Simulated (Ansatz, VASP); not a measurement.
One calculation of Nb2InSe, two programs

The input INCAR:

```
PREC = Accurate
ENCUT = 600
EDIFF = 1E-6
ISMEAR = 0
SIGMA = 0.1
LREAL = F
LASPH = T
NELM = 60
ALGO = Normal
ISIF = 3
LWAVE = F
LCHARG = F
GGA = PE
IBRION = 2
NSW = 100
EDIFFG = -0.01
```

KPOINTS

```
regular mesh
0
Gamma
  12 12 8
```

POSCAR

```
Nb2InSe
1.0
    4.9025521182      0.0000000000      0.0000000000
   -2.4512760591      4.2457346778      0.0000000000
    0.0000000000      0.0000000000      5.4244568705
Nb In Se
2 1 1
Direct
    0.3333333333      0.6666666667      0.0000000000
    0.6666666667      0.3333333333      0.0000000000
    0.0000000000      0.0000000000      0.0000000000
    0.0000000000      0.0000000000      0.5000000000
```

Input for Ansatz:

```yaml
crystal:
  lattice:
    - [4.9025521182, 0.0, 0.0]
    - [-2.4512760591, 4.2457346778, 0.0]
    - [0.0, 0.0, 5.4244568705]
  atoms:
    - { symbol: Nb, position: [0.3333333333, 0.6666666667, 0.0] }
    - { symbol: Nb, position: [0.6666666667, 0.3333333333, 0.0] }
    - { symbol: In, position: [0.0, 0.0, 0.0] }
    - { symbol: Se, position: [0.0, 0.0, 0.5] }
basis:
  ecutwfc: 420
kpoints:
  mp_grid: { grid: [12, 12, 8] }
hamiltonian:
  xc: pbe
scf:
  occupations: { method: gaussian, width: 0.1 }
output:
  forces: true
  stress: true
  eigenvalues: true
relax:
  adjacent_minimum: "off"
  f_tol: 0.01
  max_steps: 80
  cell: { stress_tol: 0.05 }
```

Alike in both runs: task relaxation of cell and atoms; functional PBE; k mesh 12 × 12 × 8; occupations gaussian, width 0.1 eV; no spin polarisation.

|  | VASP | Ansatz |
| --- | --- | --- |
| version | VASP 6.6.1 | Ansatz 0.2.0 |
| potentials or method | VASP PAW PBE potentials, release 64 (Nb_sv, In_d, Se), cutoff 600 eV | scalar-relativistic, plane waves, PAW |
| valence electrons in the cell | 45 | 55 |

VASP gave:

```
gap on the k mesh at the Fermi level, each at its own relaxed structure (eV)  : none
relaxed volume (Å³/atom)                                                      : 28.19
relaxed length of the cell vector where the two differ most in proportion (Å) : 4.897
```

Task: Estimate Ansatz's values.

Result: gap on the k mesh at the Fermi level, each at its own relaxed structure (eV): none; relaxed volume (Å³/atom): 28.21; relaxed length of the cell vector where the two differ most in proportion (Å): 4.898.

A gap of «none» marks a metal or a gap that the smearing closes. VASP's potentials hold 45 valence electrons a cell and Ansatz's 55, so a difference there can come from the potentials and not from the codes.
